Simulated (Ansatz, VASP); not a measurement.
**TiO2: VASP beside Ansatz**

```
CELL_PARAMETERS angstrom
-1.86692 1.86692 4.69271
1.86692 -1.86692 4.69271
1.86692 1.86692 -4.69271
ATOMIC_POSITIONS crystal
Ti 0.00000 0.00000 0.00000
Ti 0.75000 0.25000 0.50000
O 0.20660 0.20660 0.00000
O 0.95660 0.45660 0.50000
O 0.54340 0.04340 0.50000
O 0.79340 0.79340 0.00000
```

Change from the starting cell: volume scaled by 0.96.

Alike in both runs: task single point; functional PBE; k mesh 13 × 13 × 13; occupations fermi-dirac, width 0.08 eV; no spin polarisation.

```csv
,VASP,Ansatz
version,VASP 6.6.1,Ansatz 0.2.0
potentials or method,"VASP PAW PBE potentials, release 64 (Ti_sv, O), cutoff 520 eV","all-electron LAPW, scalar-relativistic"
```

Ansatz gave:

```
pressure (GPa)                                                : 16.2
traceless stress, the component that is largest in VASP (GPa) : 3.59
rms of the force components (eV/Å)                            : 0.297
```

What did VASP give for the same quantities?

Pressure (GPa): 17.0; traceless stress, the component that is largest in VASP (GPa): 3.71; rms of the force components (eV/Å): 0.308.

Atom by atom the forces differ by 0.012 eV/Å (rms over components). Ansatz ran all-electron here, and VASP with PAW potentials.
